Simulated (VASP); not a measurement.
# K (Fm-3m) in VASP: single point with PBE

Aim: the single point of K with PBE.

Everything below comes from runs of VASP 6.6.1. Logs are shortened: lines on timing, memory, paths and dates and some standing lists are left out, and cuts for length are marked.

### Step 1. The cell of the first run

Symmetry: Fm-3m, No. 225, cubic system. The conventional cell has a = 6.680 Å, b = 6.680 Å, c = 6.680 Å, α = 90.00°, β = 90.00°, γ = 90.00°.

### Step 2. Single point, PBE

The input, INCAR:

```
SYSTEM = K
ALGO     = Normal         ! electronic algorithm
EDIFF    = 1E-7           ! SCF threshold, eV
ENCUT    = 520            ! plane-wave cutoff, eV
GGA      = PE             ! functional
ISIF     = 2              ! what is computed and relaxed
ISMEAR   = -1             ! smearing method
LASPH    = .True.         ! aspherical terms in the spheres
LCHARG   = .False.        ! write CHGCAR
LREAL    = .False.        ! projectors in reciprocal space
LWAVE    = .False.        ! write WAVECAR
NBANDS   = 10             ! bands
NELM     = 100            ! most SCF steps
PREC     = Accurate       ! precision mode
SIGMA    = 0.13605693000000002 ! smearing width, eV
```

The input, KPOINTS:

```
k-points
0
Gamma
  9 9 9
  0 0 0
```

The input, POSCAR:

```
K
1.0
    0.0000000000      3.3397548435      3.3397548435
    3.3397548435      0.0000000000      3.3397548435
    3.3397548435      3.3397548435      0.0000000000
K
1
Direct
    0.0000000000      0.0000000000      0.0000000000
```

Potentials or basis: VASP PAW PBE potentials, release 64 (K_sv).

The run is started by

```bash
$ cat potpaw_PBE.64/K_sv/POTCAR > POTCAR
$ mpirun -np 1 vasp_std > vasp.out
```

OUTCAR:

```text
SYSTEM = K
   EDIFF = 1E-7
   ENCUT = 520
   GGA = PE
   ISIF = 2
   ISMEAR = -1
   LASPH = .True.
   LREAL = .False.
   NELM = 100
   PREC = Accurate

 ion  position               nearest neighbor table
   1  0.000  0.000  0.000-

  LATTYP: Found a face centered cubic cell.
 ALAT       =     6.6795096870

  Lattice vectors:

 A1 = (   0.0000000000,   3.3397548435,   3.3397548435)
 A2 = (   3.3397548435,   0.0000000000,   3.3397548435)
 A3 = (   3.3397548435,   3.3397548435,   0.0000000000)

Analysis of symmetry for initial positions (statically):
=====================================================================
 Subroutine PRICEL returns:
 Original cell was already a primitive cell.

 Routine SETGRP: Setting up the symmetry group for a
 face centered cubic supercell.

 Subroutine GETGRP returns: Found 48 space group operations
 (whereof 48 operations were pure point group operations)
 out of a pool of 48 trial point group operations.

The static configuration has the point symmetry O_h .

Analysis of symmetry for dynamics (positions and initial velocities):
=====================================================================
 Subroutine PRICEL returns:
 Original cell was already a primitive cell.

 Routine SETGRP: Setting up the symmetry group for a
 face centered cubic supercell.

 Subroutine GETGRP returns: Found 48 space group operations
 (whereof 48 operations were pure point group operations)
 out of a pool of 48 trial point group operations.

The dynamic configuration has the point symmetry O_h .

 Subroutine INISYM returns: Found 48 space group operations
 (whereof 48 operations are pure point group operations),
 and found     1 'primitive' translations

----------------------------------------------------------------------------------------

                                     Primitive cell

  volume of cell :      74.5030

  direct lattice vectors                    reciprocal lattice vectors
     0.000000000  3.339754844  3.339754844    -0.149711588  0.149711588  0.149711588
     3.339754844  0.000000000  3.339754844     0.149711588 -0.149711588  0.149711588
     3.339754844  3.339754844  0.000000000     0.149711588  0.149711588 -0.149711588

  length of vectors
     4.723126595  4.723126595  4.723126595     0.259308076  0.259308076  0.259308076

  position of ions in fractional coordinates (direct lattice)
[... 79 lines left out ...]
   EDIFFG = 0.1E-05   stopping-criterion for IOM
   NSW    =      0    number of steps for IOM
   IBRION =     -1    ionic relax: 0-MD 1-quasi-New 2-CG
   NFREE  =      0    steps in history (QN), initial steepest desc. (CG)
   ISIF   =      2    stress and relaxation
   ISYM   =      2    0-nonsym 1-usesym 2-fastsym
   POTIM  = 0.5000    time-step for ionic-motion
   TEBEG  =    0.0;   TEEND  =   0.0 temperature during run
   PSTRESS=    0.0 pullay stress
   NELECT =       9.0000    total number of electrons
   NUPDOWN=      -1.0000    fix difference up-down
   EMIN   =  10.00;   EMAX   =-10.00  energy-range for DOS
   EFERMI =   0.00;   METHOD = LEGACY
   ISMEAR =    -1;   SIGMA  =   0.14  broadening in eV -4-tet -1-fermi 0-gaus
   EFERMI_NEDOS =   21; number of points for ismear=-14 and -15
   IALGO  =     38    algorithm
   IMIX   =      4    mixing-type and parameters
     AMIX     =   0.40;   BMIX     =  1.00
     AMIX_MAG =   1.60;   BMIX_MAG =  1.00
  volume/ion in A,a.u.               =      74.50       502.77
  Fermi-wavevector in a.u.,A,eV,Ry     =   0.809278  1.529314  8.910876  0.654931
  Thomas-Fermi vector in A             =   1.918239
   LORBIT       =      0    0 simple, 1 ext, 2 COOP (PROOUT), +10 PAW based schemes
   GGA     = PE    functional components
   LHFCALC =     F    Hartree Fock is set to
   AEXX    =    0.0000 exact exchange contribution
   IVDW    =     0    specifies the selected vdW correction
   LEPSILON=     F    determine dielectric tensor
   LRPA    =     F    only Hartree local field effects (RPA)
 non-spin polarized calculation
  energy-cutoff  :      520.00
  volume of cell :       74.50
 maximum number of plane-waves:      2020
   NGX = 17   NGY = 17   NGZ = 17

 number of electron       8.9999999 magnetization

 Free energy of the ion-electron system (eV)
  ---------------------------------------------------
  ext. energy  EPLUGINS =         0.00000000
  ---------------------------------------------------
  free energy    TOTEN  =        -1.07137784 eV

  energy without entropy =       -1.02384959  energy(sigma->0) =       -1.04761371

 E-fermi :  -0.1378     XC(G=0):  -5.6196

 val. band max:       -0.2079999288   @ k =   0.4444   0.0000   0.0000
 cond. band min:      -0.0828991935   @ k =   0.4444   0.3333   0.0000
 fundamental gap:      0.1251007353
 Fermi energy:        -0.1378290609

 k-point     1 :       0.0000    0.0000    0.0000
  band No.  band energies     occupation
      1     -32.2820      2.00000
      2     -15.7335      2.00000
      3     -15.7335      2.00000
      4     -15.7335      2.00000
      5      -2.2867      2.00000
      6       4.0505      0.00000
      7       4.0505      0.00000
      8       4.0505      0.00000
      9       5.2922      0.00000
     10       5.2922      0.00000
[... 287 lines left out ...]
 k-point    24 :       0.4444    0.4444    0.0000
  band No.  band energies     occupation
      1     -32.2775      2.00000
      2     -15.7916      2.00000
      3     -15.7561      2.00000
      4     -15.7561      2.00000
      5       0.3745      0.04528
      6       1.6061      0.00001
      7       2.2235      0.00000
      8       4.6729      0.00000
      9       4.6729      0.00000
     10       5.5000      0.00000

 [... further k-points ...]

------------------------ aborting loop because EDIFF is reached ----------------------------------------

  FORCE on cell =-STRESS in cart. coord.  units (eV):
  Direction    XX          YY          ZZ          XY          YZ          ZX
  --------------------------------------------------------------------------------------
  -------------------------------------------------------------------------------------
  Total       -0.0079705     -0.0079705     -0.0079705      0.0000000      0.0000000     -0.0000000
  in kB       -0.1714056     -0.1714056     -0.1714056      0.0000000      0.0000000     -0.0000000
  external PRESSURE =      -0.1714056 kB  Pullay stress =       0.0000000 kB

 VOLUME and BASIS-vectors are now :
 -----------------------------------------------------------------------------
  energy-cutoff  :      520.00
  volume of cell :       74.50
      direct lattice vectors                 reciprocal lattice vectors
     0.000000000  3.339754844  3.339754844    -0.149711588  0.149711588  0.149711588
     3.339754844  0.000000000  3.339754844     0.149711588 -0.149711588  0.149711588
     3.339754844  3.339754844  0.000000000     0.149711588  0.149711588 -0.149711588

 POSITION                                       TOTAL-FORCE (eV/Angst)
 -----------------------------------------------------------------------------------
      0.00000      0.00000      0.00000         0.000000      0.000000      0.000000
 -----------------------------------------------------------------------------------
    total drift:                               -0.000000      0.000000      0.000000

  FREE ENERGIE OF THE ION-ELECTRON SYSTEM (eV)
  ---------------------------------------------------
  free  energy   TOTEN  =        -1.0713778362 eV

  energy  without entropy=       -1.0238495896  energy(sigma->0) =       -1.04761371
```

It took 16 s on 1 thread of Intel Xeon Platinum 8375C at 2.90GHz (Ice Lake), shared host; peak memory 0.2 GiB.

Results:

| Property | Result |
| --- | --- |
| Free energy | -1.0714 eV |
| Pressure | 0.0 GPa |

Levels at points of the mesh, in eV from the Fermi level:
```
           k point  band 3  band 4  band 5  band 6  band 7  band 8
(0.00, 0.00, 0.00)  -15.60  -15.60   -2.15    4.19    4.19    4.19
```
